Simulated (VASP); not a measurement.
Here is a VASP 6.6.1 calculation.

File POSCAR:

```
MgS
1.0
    4.0286647932      0.0000000000      0.0000000000
   -2.0143323966      3.4889260542      0.0000000000
    0.0000000000      0.0000000000      6.4542161851
Mg S
2 2
Direct
    0.6666666667      0.3333333333      0.4971196678
    0.3333333333      0.6666666667      0.9971196678
    0.3333333333      0.6666666667      0.3778793322
    0.6666666667      0.3333333333      0.8778793322
```

File INCAR.step1:

```
ALGO = Normal
EDIFF = 1E-4
ENCUT = 520
GGA = PE
ISMEAR = 0
LASPH = T
LCHARG = F
LREAL = F
LWAVE = T
NBANDS = 16
NELM = 80
PREC = Accurate
SIGMA = 0.01
```

Contents of INCAR.step2:

```
ALGO = Normal
EDIFF = 1E-6
ENCUT = 520
ISIF = 2
ISMEAR = 0
ISTART = 1
LASPH = T
LCHARG = T
LELF = T
LMIXTAU = T
LREAL = F
LVHAR = T
LWAVE = F
METAGGA = R2SCAN
NBANDS = 16
NELM = 80
PREC = Accurate
SIGMA = 0.01
```

Contents of KPOINTS:

```
k-points
0
Gamma
  12 12 4
```

Potentials or basis: VASP PAW PBE potentials, release 64 (Mg, S).

The run is started by

```console
$ cat potpaw_PBE.64/Mg/POTCAR potpaw_PBE.64/S/POTCAR > POTCAR
$ cp INCAR.step1 INCAR
$ mpirun -np 1 vasp_std > vasp.out
$ cp INCAR.step2 INCAR
$ mpirun -np 1 vasp_std > vasp.out
```

Predict the largest force.

0.003 eV/Å.

What does it give for the band gap on the k mesh?

4.13 eV, direct.

Estimate the pressure.

-0.3 GPa.

Forces on the atoms (eV/Å):
```
Mg   0.000  0.000  0.003
Mg   0.000  0.000  0.003
S    0.000  0.000 -0.003
S    0.000  0.000 -0.003
```

Caveat: the PAW data sets were made with another functional, which shifts forces and pressure a little. r2SCAN opens gaps a little over a GGA but as a rule still falls short of measured ones.
